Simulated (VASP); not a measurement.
B3As5: single point with PBE

B3As5:

```xyz
8
Lattice="4.9047 0.0000 0.0000 0.0000 4.9047 0.0000 0.0000 0.0000 4.9047" Properties=species:S:1:pos:R:3 pbc="T T T"
B     0.0000    2.4523    2.4523
B     2.4523    0.0000    2.4523
B     2.4523    2.4523    0.0000
As    2.4523    0.0000    0.0000
As    0.0000    2.4523    0.0000
As    0.0000    0.0000    2.4523
As    0.0000    0.0000    0.0000
As    2.4523    2.4523    2.4523
```

```yaml
Program: VASP 6.6.1
Task: single point
Functional: PBE
Potentials_or_basis: VASP PAW PBE potentials, release 64 (B, As)
Cutoff: 500 eV
k_mesh: 3 × 3 × 3
Occupations: gaussian, width 0.2 eV
Spin: no spin polarisation
```

* Pressure: 0.0 GPa
* Band gap on the k mesh: zero (band 17 reaches 6.77 eV, above the bottom of band 18 at 5.95 eV)

Levels at points of the mesh, in eV from the Fermi level:
```tsv
k point	band 14	band 15	band 16	band 17	band 18	band 19	band 20	band 21
(0.00, 0.00, 0.00)	-3.43	-3.43	-3.43	-0.51	-0.51	-0.51	0.54	3.18
```

Wall time 12 s on 1 thread of Intel(R) Xeon(R) Platinum 8488C (Sapphire Rapids) (shared host), peak memory 0.19 GiB.

Caveat: the k points lie up to 0.43 Å⁻¹ apart.
